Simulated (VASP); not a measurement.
# Cd (P6_3/mmc) in VASP: further runs

The runs below take Cd through relaxation of cell and atoms, with PBEsol.

All numbers are computed with VASP 6.6.1; they aren't measurements. Logs are shortened: lines on timing, memory, paths and dates and some standing lists are left out, and cuts for length are marked.

### Step 1. The cell of the first run

Symmetry: P6_3/mmc, No. 194, hexagonal system. The conventional cell has a = 2.808 Å, b = 2.808 Å, c = 5.007 Å, α = 90.00°, β = 90.00°, γ = 120.00°. Within 3.7 Å of Cd (site symmetry -6m2) lie 12 Cd at 2.81 to 2.98 Å.

### Step 2. Relaxation of cell and atoms, PBEsol, target pressure 20 GPa, at which the enthalpy is minimised

The input, INCAR:

```
PREC = Accurate
ENCUT = 600
EDIFF = 1E-7
ISMEAR = 0
SIGMA = 0.1
LREAL = F
LASPH = T
NELM = 100
ALGO = Fast
ISIF = 3
LWAVE = F
LCHARG = F
GGA = PS
IBRION = 2
NSW = 70
EDIFFG = -0.008
PSTRESS = 200.0
```

The input, KPOINTS:

```
Automatic mesh
0
Gamma
  18 18 8
```

The input, POSCAR:

```
Cd
1.0
    2.8077145976      0.0000000000      0.0000000000
   -1.4038572988      2.4315521681      0.0000000000
    0.0000000000      0.0000000000      5.0067214376
Cd
2
Direct
    0.3333333333      0.6666666667      0.2500000000
    0.6666666667      0.3333333333      0.7500000000
```

Potentials or basis: VASP PAW PBE potentials, release 64 (Cd).

Run with:

```bash
cat potpaw_PBE.64/Cd/POTCAR > POTCAR
mpirun -np 1 vasp_std > vasp.out
```

OUTCAR:

```text
PREC = Accurate
   ENCUT = 600
   EDIFF = 1E-7
   ISMEAR = 0
   LREAL = F
   LASPH = T
   NELM = 100
   ISIF = 3
   GGA = PS
   IBRION = 2
   NSW = 70
   EDIFFG = -0.008
   PSTRESS = 200.0

 ion  position               nearest neighbor table
   1  0.333  0.667  0.250-   2 2.98   2 2.98   2 2.98   2 2.98   2 2.98   2 2.98
   2  0.667  0.333  0.750-   1 2.98   1 2.98   1 2.98   1 2.98   1 2.98   1 2.98

  LATTYP: Found a hexagonal cell.
 ALAT       =     2.8077145976
 C/A-ratio  =     1.7832016979

  Lattice vectors:

 A1 = (   2.8077145976,   0.0000000000,   0.0000000000)
 A2 = (  -1.4038572988,   2.4315521681,   0.0000000000)
 A3 = (   0.0000000000,   0.0000000000,   5.0067214376)

Analysis of symmetry for initial positions (statically):
=====================================================================
 Subroutine PRICEL returns:
 Original cell was already a primitive cell.

 Routine SETGRP: Setting up the symmetry group for a
 hexagonal supercell.

 Subroutine GETGRP returns: Found 24 space group operations
 (whereof 12 operations were pure point group operations)
 out of a pool of 24 trial point group operations.

The static configuration has the point symmetry D_3d.
 The point group associated with its full space group is D_6h.

Analysis of symmetry for dynamics (positions and initial velocities):
=====================================================================
 Subroutine PRICEL returns:
 Original cell was already a primitive cell.

 Routine SETGRP: Setting up the symmetry group for a
 hexagonal supercell.

 Subroutine GETGRP returns: Found 24 space group operations
 (whereof 12 operations were pure point group operations)
 out of a pool of 24 trial point group operations.

The dynamic configuration has the point symmetry D_3d.
 The point group associated with its full space group is D_6h.

 Subroutine INISYM returns: Found 24 space group operations
 (whereof 12 operations are pure point group operations),
 and found     1 'primitive' translations

----------------------------------------------------------------------------------------

                                     Primitive cell

  volume of cell :      34.1814

  direct lattice vectors                    reciprocal lattice vectors
     2.807714598  0.000000000  0.000000000     0.356161556  0.205629970  0.000000000
    -1.403857299  2.431552168  0.000000000     0.000000000  0.411259941  0.000000000
     0.000000000  0.000000000  5.006721438     0.000000000  0.000000000  0.199731503

  length of vectors
     2.807714598  2.807714598  5.006721438     0.411259941  0.411259941  0.199731503

  position of ions in fractional coordinates (direct lattice)
     0.333333333  0.666666667  0.250000000
     0.666666667  0.333333333  0.750000000

  ion indices of the primitive-cell ions
   primitive index   ion index
                 1           1
                 2           2

----------------------------------------------------------------------------------------

 KPOINTS: Automatic mesh

Automatic generation of k-mesh.
 Grid dimensions read from file:
 generate k-points for:   18   18    8

 Generating k-lattice:

  Cartesian coordinates                     Fractional coordinates (reciprocal lattice)
     0.019786753  0.011423887  0.000000000     0.055555556 -0.000000000  0.000000000
     0.000000000  0.022847774  0.000000000     0.000000000  0.055555556  0.000000000
     0.000000000  0.000000000  0.024966438     0.000000000  0.000000000  0.125000000

  Length of vectors
     0.022847774  0.022847774  0.024966438

  Shift w.r.t. Gamma in fractional coordinates (k-lattice)
     0.000000000  0.000000000  0.000000000

 Subroutine IBZKPT returns following result:
 ===========================================

 Found    185 irreducible k-points:

 Following reciprocal coordinates:
            Coordinates               Weight
  0.000000  0.000000  0.000000      1.000000
  0.055556  0.000000  0.000000      6.000000
  0.111111  0.000000  0.000000      6.000000
  0.166667 -0.000000  0.000000      6.000000
  0.222222 -0.000000  0.000000      6.000000
  0.277778  0.000000  0.000000      6.000000
[... 16 lines left out ...]
  0.333333  0.111111  0.000000     12.000000
  0.388889  0.111111  0.000000     12.000000
 [... further k-points ...]
   k-points           NKPTS =    185   k-points in BZ     NKDIM =    185   number of bands    NBANDS=     16
   number of dos      NEDOS =    301   number of ions     NIONS =      2
   total plane-waves  NPLWV =  23040
   dimension x,y,z NGX =    24 NGY =   24 NGZ =   40
   dimension x,y,z NGXF=    48 NGYF=   48 NGZF=   80
   ions per type =               2
   NGX,Y,Z   is equivalent  to a cutoff of  14.21, 14.21, 13.28 a.u.
   NGXF,Y,Z  is equivalent  to a cutoff of  28.42, 28.42, 26.56 a.u.
 SYSTEM =  unknown system
   PREC   = accura    normal or accurate (medium, high low for compatibility)
   ISTART =      0    job   : 0-new  1-cont  2-samecut
   ICHARG =      2    charge: 1-file 2-atom 10-const
   ISPIN  =      1    spin polarized calculation?
   LNONCOLLINEAR =      F non collinear calculations
   LSORBIT =      F    spin-orbit coupling
   LASPH  =      T    aspherical Exc in radial PAW
   ENCUT  =  600.0 eV  44.10 Ry    6.64 a.u.   5.61  5.61 10.00*2*pi/ulx,y,z
   NELM   =    100;   NELMIN=  2; NELMDL= -5     # of ELM steps
   EDIFF  = 0.1E-06   stopping-criterion for ELM
   LREAL  =      F    real-space projection
   EDIFFG = -.8E-02   stopping-criterion for IOM
   NSW    =     70    number of steps for IOM
   IBRION =      2    ionic relax: 0-MD 1-quasi-New 2-CG
   NFREE  =      1    steps in history (QN), initial steepest desc. (CG)
   ISIF   =      3    stress and relaxation
   ISYM   =      2    0-nonsym 1-usesym 2-fastsym
   POTIM  = 0.5000    time-step for ionic-motion
   TEBEG  =    0.0;   TEEND  =   0.0 temperature during run
   PSTRESS=  200.0 pullay stress
   NELECT =      24.0000    total number of electrons
   NUPDOWN=      -1.0000    fix difference up-down
   EMIN   =  10.00;   EMAX   =-10.00  energy-range for DOS
   EFERMI =   0.00;   METHOD = LEGACY
   ISMEAR =     0;   SIGMA  =   0.10  broadening in eV -4-tet -1-fermi 0-gaus
   EFERMI_NEDOS =   21; number of points for ismear=-14 and -15
   IALGO  =     68    algorithm
   IMIX   =      4    mixing-type and parameters
     AMIX     =   0.40;   BMIX     =  1.00
     AMIX_MAG =   1.60;   BMIX_MAG =  1.00
  volume/ion in A,a.u.               =      17.09       115.33
  Fermi-wavevector in a.u.,A,eV,Ry     =   1.455063  2.749671 28.806384  2.117210
  Thomas-Fermi vector in A             =   2.572141
   LORBIT       =      0    0 simple, 1 ext, 2 COOP (PROOUT), +10 PAW based schemes
   GGA     = PS    functional components
   LHFCALC =     F    Hartree Fock is set to
   AEXX    =    0.0000 exact exchange contribution
   IVDW    =     0    specifies the selected vdW correction
   LEPSILON=     F    determine dielectric tensor
   LRPA    =     F    only Hartree local field effects (RPA)
 conjugate gradient relaxation of ions
 non-spin polarized calculation
 RMM-DIIS sequential band-by-band and
 Gauss-broadening in eV      SIGMA  =   0.10
  energy-cutoff  :      600.00
  volume of cell :       34.18
 maximum number of plane-waves:      1160
 NGX is ok and might be reduce to    24
   NGX = 11   NGY = 11   NGZ = 19

--------------------------------------- Ionic step        1  -------------------------------------------

 number of electron      24.0000013 magnetization

 Free energy of the ion-electron system (eV)
  ---------------------------------------------------
  ext. energy  EPLUGINS =         0.00000000
  ---------------------------------------------------
  free energy    TOTEN  =        -1.97027286 eV

  energy without entropy =       -1.96793743  energy(sigma->0) =       -1.96910514

------------------------ aborting loop because EDIFF is reached ----------------------------------------

  FORCE on cell =-STRESS in cart. coord.  units (eV):
  Direction    XX          YY          ZZ          XY          YZ          ZX
  --------------------------------------------------------------------------------------
  -------------------------------------------------------------------------------------
  Total        4.9458719      4.9458719      4.2983073     -0.0000000      0.0000000      0.0000000
  in kB      231.8267054    231.8267054    201.4735606     -0.0000000      0.0000000      0.0000000
  external PRESSURE =      21.7089905 kB  Pullay stress =     200.0000000 kB
[... 97 lines left out ...]
  energy  without entropy=       -2.0416698810  energy(sigma->0) =       -2.04313600

  enthalpy is  TOTEN    =         2.2913986201 eV   P V=        4.3360007364

[... ionic steps 4 to 8 ...]

--------------------------------------- Ionic step        9  -------------------------------------------

 number of electron      23.9999995 magnetization

------------------------ aborting loop because EDIFF is reached ----------------------------------------
[... 71 lines left out ...]
--------------------------------------- Ionic step       11  -------------------------------------------

 number of electron      23.9999995 magnetization

 Free energy of the ion-electron system (eV)
  ---------------------------------------------------
  ext. energy  EPLUGINS =         0.00000000
  ---------------------------------------------------
  free energy    TOTEN  =        -2.00971525 eV

  energy without entropy =       -2.00823539  energy(sigma->0) =       -2.00897532

 E-fermi :   4.9477     XC(G=0): -12.5027

 val. band max:        4.9243705469   @ k =   0.2778   0.0556   0.0000
 cond. band min:       4.9627204048   @ k =   0.2778   0.0556   0.0000
 fundamental gap:      0.0383498579
 Fermi energy:         4.9476845651

 k-point     1 :       0.0000    0.0000    0.0000
  band No.  band energies     occupation
      1      -6.2411      2.00000
      2      -6.1853      2.00000
      3      -5.3386      2.00000
      4      -5.1945      2.00000
      5      -5.1945      2.00000
      6      -5.0424      2.00000
[... 433 lines left out ...]
      3      -5.7845      2.00000
      4      -5.2250      2.00000
      5      -4.9583      2.00000
      6      -4.8333      2.00000
[... 8 lines left out ...]
     15      10.5012      0.00000
     16      11.0726      0.00000

 [... further k-points ...]

------------------------ aborting loop because EDIFF is reached ----------------------------------------

  FORCE on cell =-STRESS in cart. coord.  units (eV):
  Direction    XX          YY          ZZ          XY          YZ          ZX
  --------------------------------------------------------------------------------------
  -------------------------------------------------------------------------------------
  Total        4.2820286      4.2820286      4.2774606      0.0000000     -0.0000000      0.0000000
  in kB      199.8103135    199.8103135    199.5971612      0.0000000     -0.0000000      0.0000000
  external PRESSURE =      -0.2607373 kB  Pullay stress =     200.0000000 kB
[... 21 lines left out ...]
  energy  without entropy=       -2.0082353944  energy(sigma->0) =       -2.00897532

  enthalpy is  TOTEN    =         2.2763784008 eV   P V=        4.2860936470

 reached required accuracy - stopping structural energy minimisation
```

It took 5.7 min on 1 thread of AMD EPYC 9R45 (Zen 5), shared host; peak memory 0.21 GiB.

What came out:

```
Free energy                                                : -2.0097 eV
Relaxed volume                                             : 17.17 Å³/atom
Relaxed cell                                               : a = 2.876 Å, b = 2.876 Å, c = 4.794 Å, α = 90.00°, β = 90.00°, γ = 120.00°
Space group after relaxing (to 0.1 Å)                      : P6_3/mmc (No. 194)
Energy change on relaxing (the run minimises the enthalpy) : -19.7 meV/atom
Ionic steps                                                : 11
Pressure after relaxing                                    : 20.0 GPa
Band gap on the k mesh                                     : zero (bands 12 and 13 overlap by 2.60 eV)
```

Step by step:
| step | energy change (eV) | largest force (eV/Å) | pressure (GPa) | volume (Å³) |
| --- | --- | --- | --- | --- |
| 1 | 0.0000 | 0.0000 | 22.17 | 34.18 |
| 2 | -0.1438 | 0.0000 | 16.44 | 35.34 |
| 3 | -0.0743 | 0.0000 | 19.29 | 34.74 |
| 4 | -0.0695 | 0.0000 | 19.31 | 34.65 |
| 5 | -0.0549 | 0.0000 | 19.59 | 34.47 |
| 6 | 0.0025 | 0.0000 | 21.38 | 34.06 |
| 7 | -0.0438 | 0.0000 | 19.84 | 34.37 |
| 8 | -0.0403 | 0.0000 | 19.94 | 34.34 |
| 9 | -0.0414 | 0.0000 | 19.91 | 34.35 |
| 10 | -0.0329 | 0.0000 | 20.24 | 34.28 |
| 11 | -0.0394 | 0.0000 | 19.97 | 34.34 |

Final structure:
```
Cd
1.0
     2.87592    0.00000    0.00000
    -1.43796    2.49062    0.00000
     0.00000    0.00000    4.79356
Cd
2
Cartesian
  0.0000 1.6604 1.1984
  1.4380 0.8302 3.5952
```

Levels at points of the mesh, in eV from the Fermi level:
```tsv
k point	band 8	band 9	band 10	band 11	band 12	band 13	band 14	band 15	band 16
(0.00, 0.00, 0.00)	-9.66	-9.66	-8.95	-8.95	-3.86	-1.43	13.90	14.92	15.17
(0.50, 0.00, 0.00)	-8.85	-8.81	-8.72	-3.74	-2.79	2.95	3.19	4.96	6.14
(0.00, 0.00, 0.50)	-9.19	-9.19	-9.19	-8.86	-8.86	6.69	6.69	14.30	14.30
(0.50, 0.00, 0.50)	-8.94	-8.76	-8.76	-2.74	-2.74	0.05	0.05	10.15	10.15
```

Caveat: the cell is relaxed towards a set pressure, so the run minimises the enthalpy, not the energy; the PAW data sets were made with another functional, which shifts forces and pressure a little. Zero-point motion and thermal expansion aren't in these numbers.

### Step 3. Relaxation of cell and atoms, PBEsol, target pressure 10 GPa, at which the enthalpy is minimised

This run uses another cell than the first one, of 18.40 Å³/atom.

The input, INCAR:

```
ALGO     = Fast           # electronic algorithm
EDIFF    = 1E-7           # SCF threshold, eV
EDIFFG   = -0.008         # ionic threshold
ENCUT    = 600            # plane-wave cutoff, eV
GGA      = PS             # functional
IBRION   = 2              # ionic algorithm
ISIF     = 3              # what is computed and relaxed
ISMEAR   = 0              # smearing method
LASPH    = T              # aspherical terms in the spheres
LCHARG   = F              # write CHGCAR
LREAL    = F              # projectors in reciprocal space
LWAVE    = F              # write WAVECAR
NELM     = 80             # most SCF steps
NSW      = 70             # ionic steps
PREC     = Accurate       # precision mode
PSTRESS  = 100.0        
SIGMA    = 0.1            # smearing width, eV
```

The input, KPOINTS:

```
k-points
0
Gamma
  18 18 8
```

The input, POSCAR:

```
Cd
1.0
    2.8636174900      0.0000000000      0.0000000000
   -1.4318087450      2.4799654931      0.0000000000
    0.0000000000      0.0000000000      5.1821708816
Cd
2
Direct
    0.3333333333      0.6666666667      0.2500000000
    0.6666666667      0.3333333333      0.7500000000
```

Potentials or basis: VASP PAW PBE potentials, release 64 (Cd).

Run with:

```bash
cat potpaw_PBE.64/Cd/POTCAR > POTCAR
mpirun -np 1 vasp_std > vasp.out
```

Wall time 5.3 min (1 thread of AMD EPYC 9R45 (Zen 5), shared host); peak memory 0.22 GiB.

The run converged. Its results:

```yaml
Free_energy: -2.2652 eV
Relaxed_volume: 18.59 Å³/atom
Relaxed_cell: a = 2.892 Å, b = 2.892 Å, c = 5.131 Å, α = 90.00°, β = 90.00°, γ = 120.00°
Space_group_after_relaxing_to_0.1_Å: P6_3/mmc (No. 194)
Energy_change_on_relaxing_the_run_minimises_the_enthalpy: -13.8 meV/atom
Ionic_steps: 9
Pressure_after_relaxing: 10.0 GPa
Band_gap_on_the_k_mesh: zero (bands 12 and 13 overlap by 3.64 eV)
```

Step by step:
```
step  energy change (eV)  largest force (eV/Å)  pressure (GPa)  volume (Å³)
   1              0.0000                0.0000           11.59        36.80
   2             -0.0621                0.0000            8.35        37.78
   3             -0.0362                0.0000            9.77        37.33
   4             -0.0326                0.0000            9.90        37.26
   5             -0.0276                0.0000           10.05        37.18
   6             -0.0266                0.0000           10.07        37.16
   7             -0.0259                0.0000           10.11        37.15
   8             -0.0303                0.0000            9.87        37.22
   9             -0.0277                0.0000            9.99        37.18
```

Final structure:
```
Cd
1.0
     2.89234    0.00000    0.00000
    -1.44617    2.50484    0.00000
     0.00000    0.00000    5.13150
Cd
2
Cartesian
  0.0000 1.6699 1.2829
  1.4462 0.8349 3.8486
```

Levels at points of the mesh, in eV from the Fermi level:
```csv
k point,band 8,band 9,band 10,band 11,band 12,band 13,band 14,band 15,band 16
"(0.00, 0.00, 0.00)",-9.17,-9.17,-8.70,-8.70,-3.67,-2.28,13.04,14.36,15.30
"(0.50, 0.00, 0.00)",-8.68,-8.47,-8.41,-3.13,-2.32,2.49,3.07,4.20,5.73
"(0.00, 0.00, 0.50)",-8.88,-8.88,-8.88,-8.31,-8.31,5.16,5.16,14.73,14.73
"(0.50, 0.00, 0.50)",-8.69,-8.44,-8.44,-2.23,-2.23,0.14,0.14,9.45,9.45
```

Caveat: the cell is relaxed towards a set pressure, so the run minimises the enthalpy, not the energy; the PAW data sets were made with another functional, which shifts forces and pressure a little.

The gap in the log of VASP goes by the Fermi energy; the results here count the filled bands.